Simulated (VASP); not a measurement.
**Re: relaxation of cell and atoms with LDA**

The system is Re.

```
Re
1.0
     2.79713    0.00000    0.00000
    -1.39857    2.42239    0.00000
     0.00000    0.00000    4.51687
Re
2
Direct
  0.66667 0.33333 0.75000
  0.33333 0.66667 0.25000
```

This cell differs from its parent crystal: volume scaled by 1.04.

```yaml
Program: VASP 6.6.1
Task: relaxation of cell and atoms
Functional: LDA
Potentials_or_basis: VASP PAW LDA potentials, release 64 (Re)
Cutoff: 600 eV
k_mesh: 11 × 11 × 6
Occupations: methfessel-paxton, width 0.1 eV
Spin: no spin polarisation
Dipole_correction: no
Further_INCAR_settings: ALGO = Normal; EDIFF = 1e-07; IBRION = 2; EDIFFG = -0.005; NSW = 80; ISIF = 3
```

```json
{
  "Relaxed volume": "14.38 Å³/atom",
  "Relaxed cell": "a = 2.741 Å, b = 2.741 Å, c = 4.421 Å, α = 90.00°, β = 90.00°, γ = 120.00°",
  "Space group after relaxing (to 0.05 Å)": "P6_3/mmc (No. 194)",
  "Energy gained by relaxing": "67.4 meV/atom",
  "Ionic steps": "7",
  "Pressure after relaxing": "0.0 GPa",
  "Band gap on the k mesh": "zero (band 7 reaches 9.66 eV, above the bottom of band 8 at 6.33 eV)"
}
```

The path:
```
step  energy change (eV)  largest force (eV/Å)  pressure (GPa)  volume (Å³)
   1              0.0000                0.0000          -22.20        30.61
   2              2.9880                0.0000          190.16        22.14
   3             -0.1327                0.0000           -3.05        28.99
   4             -0.1346                0.0000           -0.92        28.83
   5             -0.1348                0.0000            0.01        28.77
   6             -0.1348                0.0000            0.01        28.77
   7             -0.1348                0.0000            0.01        28.77
```

Final structure:
```xyz
2
Lattice="2.7410 0.0000 0.0000 -1.3705 2.3738 0.0000 0.0000 0.0000 4.4212" Properties=species:S:1:pos:R:3 pbc="T T T"
Re    1.3705    0.7913    3.3159
Re    0.0000    1.5825    1.1053
```

Levels at points of the mesh, in eV from the Fermi level:
```csv
k point,band 4,band 5,band 6,band 7,band 8,band 9,band 10,band 11
"(0.00, 0.00, 0.00)",-1.70,-1.68,-0.82,-0.82,0.12,0.12,0.78,3.42
"(0.00, 0.00, 0.50)",-2.46,-1.83,-1.83,-1.83,-1.83,2.58,2.58,2.58
```

Run time: 94 s on 1 thread of AMD EPYC 7R13 Processor (Zen 3) (shared host), peak memory 0.14 GiB.

Caveat: the cell differs from its parent crystal (volume scaled by 1.04); spin-orbit coupling is left out, which moves the levels of the heavy elements. Zero-point motion and thermal expansion aren't in these numbers.
